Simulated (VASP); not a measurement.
Wanted: the native input for a VASP 6.6.1 run.

```yaml
Task: single point
Functional: PBE
Potentials_or_basis: VASP PAW PBE potentials, release 64 (W_sv, Au)
Cutoff: 520 eV
k_mesh: 8 × 8 × 8
Occupations: gaussian, width 0.024 eV
Spin: no spin polarisation
Dipole_correction: no
Further_INCAR_settings: ALGO = Normal; EDIFF = 1e-06; NBANDS = 20
```

The structure of WAu lies in POSCAR:

```
WAu
1.0
    0.0000000000      2.7479792600      2.7479792600
    2.7479792600      0.0000000000      2.7479792600
    2.7479792600      2.7479792600      0.0000000000
W Au
1 1
Direct
    0.0000000000      0.0000000000      0.0000000000
    0.7500000000      0.7500000000      0.7500000000
```

One way to write it, as run:

INCAR

```
SYSTEM = WAu
PREC = Accurate
ENCUT = 520
EDIFF = 1E-6
ISMEAR = 0
SIGMA = 0.024
LREAL = .False.
LASPH = .True.
NELM = 80
ALGO = Normal
ISIF = 2
LWAVE = .False.
LCHARG = .False.
GGA = PE
NBANDS = 20
```

KPOINTS

```
Automatic mesh
0
Gamma
  8 8 8
  0 0 0
```

Potentials or basis: VASP PAW PBE potentials, release 64 (W_sv, Au).

The run is started by

```sh
$ cat potpaw_PBE.64/W_sv/POTCAR potpaw_PBE.64/Au/POTCAR > POTCAR
$ mpirun -np 1 vasp_std > vasp.out
```

It gave:

* Pressure: 33.1 GPa

Wall time 23 s on 1 thread of Intel Xeon 6975P-C, on a shared host, peak memory 0.18 GiB.
